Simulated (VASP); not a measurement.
The system is Mo.

```
Mo
1.0
    -1.58381    1.58381    1.58381
     1.58381   -1.58381    1.58381
     1.58381    1.58381   -1.58381
Mo
1
Direct
  0.00000 0.00000 0.00000
```

Program: VASP 6.6.1. Alike in all runs: task single point; cell as given. Hardware: 1 thread of AMD EPYC 7R13, on a shared host.

Task: Order these runs on this cell by their wall time, lowest first.
A. level r2SCAN; potentials or basis VASP PAW PBE potentials, release 64 (Mo_sv); spin off; k mesh 12 × 12 × 12; cutoff (eV) 520; smearing fermi-dirac 0.05 eV
B. level LDA; potentials or basis VASP PAW LDA potentials, release 64 (Mo_sv); spin non-collinear, zero start, SOC; k mesh 9 × 9 × 9; cutoff (eV) 520; smearing fermi-dirac 0.05 eV
C. level PBE; potentials or basis VASP PAW PBE potentials, release 64 (Mo_sv); spin off; k mesh 12 × 12 × 12; cutoff (eV) 500; smearing gaussian 0.019 eV
D. level PBE; potentials or basis VASP PAW PBE potentials, release 64 (Mo_sv); spin off; k mesh 7 × 7 × 7; cutoff (eV) 520; smearing fermi-dirac 0.05 eV

Result: D (8.1 s), C (24 s), B (52 s), A (110 s).

Caveats: some runs use coarse meshes.
